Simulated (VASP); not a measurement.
Write the native input for VASP 6.6.1 that does the following.

| Quantity | Value |
| --- | --- |
| Task | relaxation of the atoms |
| Functional | PBE |
| Dispersion | D3(BJ) |
| Potentials or basis | VASP PAW PBE potentials, release 64 (F, Mg) |
| Cutoff | 520 eV |
| k mesh | 3 × 3 × 1 |
| Occupations | gaussian, width 0.05 eV |
| Spin | no spin polarisation |
| Dipole correction | yes |
| Atoms held fixed (from 0) | [0, 1, 16, 17, 18, 19, 2, 3, 4, 5, 6, 7] |
| Further INCAR settings | ALGO = Normal; EDIFF = 1e-07; NELMDL = -8; IBRION = 2; EDIFFG = -0.03; NSW = 90 |

The structure of MgF2 lies in POSCAR:

```
MgF2
1.0
    6.1524673081      0.0000000000      0.0000000000
    0.0000000000      6.5876575763      0.0000000000
    0.0000000000      0.0000000000     21.8878837728
F Mg
16 8
Selective dynamics
Direct
    0.0000000000      0.0000000000      0.3654990169  F F F
    0.5000000000      0.0000000000      0.3654990169  F F F
    0.2500000000      0.3031124907      0.4247568010  F F F
    0.7500000000      0.3031124907      0.4247568010  F F F
    0.2500000000      0.6968875093      0.4247568010  F F F
    0.7500000000      0.6968875093      0.4247568010  F F F
    0.0000000000      0.0000000000      0.4840145852  F F F
    0.5000000000      0.0000000000      0.4840145852  F F F
    0.0000000000      0.5000000000      0.5159854148  T T T
    0.5000000000      0.5000000000      0.5159854148  T T T
    0.2500000000      0.8031124907      0.5752431990  T T T
    0.7500000000      0.8031124907      0.5752431990  T T T
    0.2500000000      0.1968875093      0.5752431990  T T T
    0.7500000000      0.1968875093      0.5752431990  T T T
    0.0000000000      0.5000000000      0.6345009831  T T T
    0.5000000000      0.5000000000      0.6345009831  T T T
    0.0000000000      0.5000000000      0.4247568010  F F F
    0.5000000000      0.5000000000      0.4247568010  F F F
    0.2500000000      0.0000000000      0.4247568010  F F F
    0.7500000000      0.0000000000      0.4247568010  F F F
    0.0000000000      0.0000000000      0.5752431990  T T T
    0.5000000000      0.0000000000      0.5752431990  T T T
    0.2500000000      0.5000000000      0.5752431990  T T T
    0.7500000000      0.5000000000      0.5752431990  T T T
```

The input as run:

INCAR

```
ALGO     = Normal         # electronic algorithm
DIPOL    = 0.5 0.5 0.500
EDIFF    = 1E-7           # SCF threshold, eV
EDIFFG   = -0.03          # ionic threshold
ENCUT    = 520            # plane-wave cutoff, eV
GGA      = PE             # functional
GGA_COMPAT= False        
IBRION   = 2              # ionic algorithm
IDIPOL   = 3            
ISIF     = 2              # what is computed and relaxed
ISMEAR   = 0              # smearing method
IVDW     = 12             # dispersion correction
KPAR     = 2            
LASPH    = True           # aspherical terms in the spheres
LCHARG   = False          # write CHGCAR
LDIPOL   = True         
LREAL    = False          # projectors in reciprocal space
LWAVE    = False          # write WAVECAR
NCORE    = 2            
NELM     = 120            # most SCF steps
NELMDL   = -8           
NELMIN   = 4            
NSW      = 90             # ionic steps
PREC     = Accurate       # precision mode
SIGMA    = 0.05           # smearing width, eV
```

KPOINTS

```
k-points
0
Gamma
  3 3 1
```

Potentials or basis: VASP PAW PBE potentials, release 64 (F, Mg).

Command:

```sh
$ cat potpaw_PBE.64/F/POTCAR potpaw_PBE.64/Mg/POTCAR > POTCAR
$ mpirun -np 4 vasp_std > vasp.out
```

It gave:

```yaml
Energy_gained_by_relaxing: 21.2 meV/atom
Ionic_steps: 14
Band_gap_on_the_k_mesh: 5.02 eV
Dispersion_energy_per_atom: -0.099 eV
```

Wall time 20 min on 4 MPI ranks on Intel(R) Xeon(R) 6975P-C (Granite Rapids) (shared host), peak memory 0.59 GiB a rank.
